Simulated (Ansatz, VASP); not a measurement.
## Cu: VASP beside Ansatz

Contents of POSCAR:

```
Cu
1.0
    2.5340966698      0.0000000000      0.0000000000
   -1.2670483349      2.1945920917      0.0000000000
    0.0000000000      0.0000000000      4.1125710000
Cu
2
Direct
    0.3333333333      0.6666666667      0.2500000000
    0.6666666667      0.3333333333      0.7500000000
```

The input INCAR.step1:

```
PREC = Accurate
ENCUT = 660
ISMEAR = 0
SIGMA = 0.1
LREAL = False
LASPH = True
NELM = 120
NBANDS = 18
GGA = PE
ALGO = Normal
EDIFF = 1E-5
LWAVE = True
LCHARG = False
GGA_COMPAT = False
```

Contents of INCAR.step2:

```
PREC = Accurate
ENCUT = 660
EDIFF = 1E-6
ISMEAR = 0
SIGMA = 0.1
LREAL = False
LASPH = True
NELM = 120
ALGO = Normal
ISIF = 2
LWAVE = False
LCHARG = False
METAGGA = R2SCAN
LMIXTAU = True
NBANDS = 18
ISTART = 1
GGA_COMPAT = False
```

KPOINTS

```
regular mesh
0
Gamma
  3 3 2
```

Input for Ansatz:

```yaml
crystal:
  lattice:
    - [2.5340966698, 0.0, 0.0]
    - [-1.2670483349, 2.1945920917, 0.0]
    - [0.0, 0.0, 4.112571]
  atoms:
    - { symbol: Cu, position: [0.3333333333, 0.6666666667, 0.25] }
    - { symbol: Cu, position: [0.6666666667, 0.3333333333, 0.75] }
basis:
  ecutwfc: 500
kpoints:
  mp_grid: { grid: [3, 3, 2] }
  band_path: { path: [VBM, CBM], npoints: 5 }
hamiltonian:
  xc: r2scan
scf:
  occupations: { method: gaussian, width: 0.1 }
  n_extra_bands: 1
  mixing: { beta: 0.037, ndim: 3 }
  initial_density: { chi_scale: 0, normalization: atom }
  max_iter: 72
output:
  forces: true
  stress: true
  eigenvalues: true
```

Alike in both runs: task single point; functional r2SCAN; k mesh 3 × 3 × 2; occupations gaussian, width 0.1 eV; no spin polarisation.

```csv
,VASP,Ansatz
version,VASP 6.6.1,Ansatz 0.2.0
potentials or method,"VASP PAW PBE potentials, release 64 (Cu), cutoff 660 eV","scalar-relativistic, plane waves, PAW"
valence electrons in the cell,22,38
```

VASP gave:

| Quantity | Value |
| --- | --- |
| gap on the k mesh at the Fermi level (eV) | none |
| pressure (GPa) | 0.5 |
| traceless stress, the component that is largest in VASP (GPa) | -0.89 |

Task: Estimate Ansatz's values.

Result: gap on the k mesh at the Fermi level (eV): none; pressure (GPa): -0.4; traceless stress, the component that is largest in VASP (GPa): 0.28.

VASP's potentials were made for PBE, not for r2SCAN. A gap of «none» marks a metal or a gap that the smearing closes. The functional is the same, so the differences come from potentials, cutoffs and numerics. VASP's potentials hold 22 valence electrons a cell and Ansatz's 38, so a difference there can come from the potentials and not from the codes. Ansatz's warnings: band edges overlap.

The k mesh is coarse, so the values compare programs but aren't converged.
